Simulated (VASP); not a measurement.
A run of VASP 6.6.1 is set up as follows.

Contents of INCAR:

```
PREC = Accurate
ENCUT = 520
EDIFF = 1E-6
ISMEAR = -1
SIGMA = 0.05
LREAL = False
LASPH = True
NELM = 150
ALGO = Normal
ISIF = 2
LWAVE = False
LCHARG = False
ISPIN = 2
MAGMOM = 0 0 4 4
LORBIT = 11
LMAXMIX = 4
GGA = RE
IVDW = 13
NBANDS = 30
```

Contents of KPOINTS:

```
regular mesh
0
Gamma
  7 7 5
```

File POSCAR:

```
MnSb
1.0
    4.0102000713      0.0000000000      0.0000000000
   -2.0051000357      3.4729351360      0.0000000000
    0.0000000000      0.0000000000      5.5071793857
Sb Mn
2 2
Direct
    0.6666666667      0.3333333333      0.7500000000
    0.3333333333      0.6666666667      0.2500000000
    0.0000000000      0.0000000000      0.5000000000
    0.0000000000      0.0000000000      0.0000000000
```

Potentials or basis: VASP PAW PBE potentials, release 64 (Sb, Mn_pv).

Launch:

```console
$ cat potpaw_PBE.64/Sb/POTCAR potpaw_PBE.64/Mn_pv/POTCAR > POTCAR
$ mpirun -np 1 vasp_std > vasp.out
```

What does it give for the site moments?

Sb -0.12; Mn +3.05 μB.

Estimate the pressure.

-0.1 GPa.

Stress tensor (GPa, compression positive):
```
-0.18  0.00  0.00
 0.00 -0.18  0.00
 0.00  0.00 -0.08
```

Caveat: the PAW data sets were made with another functional, which shifts forces and pressure a little.
